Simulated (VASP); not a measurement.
# Ge: single point with r2SCAN

The system is Ge.

```
Ge
1.0
     0.00000    2.72138    2.72138
     2.72138    0.00000    2.72138
     2.72138    2.72138    0.00000
Ge
2
Direct
  0.50000 0.50000 0.50000
  0.75000 0.75000 0.75000
```

```yaml
Program: VASP 6.6.1
Task: single point
Functional: r2SCAN
Potentials_or_basis: VASP PAW PBE potentials, release 64 (Ge_d)
Cutoff: 550 eV
k_mesh: 12 × 12 × 12
Occupations: gaussian, width 0.02 eV
Spin: no spin polarisation
Dipole_correction: no
Further_INCAR_settings: ALGO = Normal; EDIFF = 1e-06; NBANDS = 21
```

- Pressure: 12.2 GPa
- Band gap on the k mesh: 0.60 eV, indirect (least direct gap 1.57 eV)

Levels at points of the mesh, in eV from the valence-band top:
```tsv
k point	band 11	band 12	band 13	band 14	band 15	band 16	band 17	band 18
(0.00, 0.00, 0.00)	-14.29	0.00	0.00	0.00	1.57	2.74	2.74	2.74
(0.50, 0.00, 0.00)	-11.78	-8.50	-1.69	-1.69	0.85	4.03	4.03	7.72
(0.50, 0.50, 0.00)	-9.72	-9.72	-3.68	-3.68	0.80	0.80	11.14	11.14
```

Run time: 2.6 min on 1 thread of Intel Xeon 6975P-C, with other jobs on the host, peak memory 0.2 GiB.

Caveat: the PAW data sets were made with another functional, which shifts forces and pressure a little. r2SCAN opens gaps a little over a GGA but as a rule still falls short of measured ones.
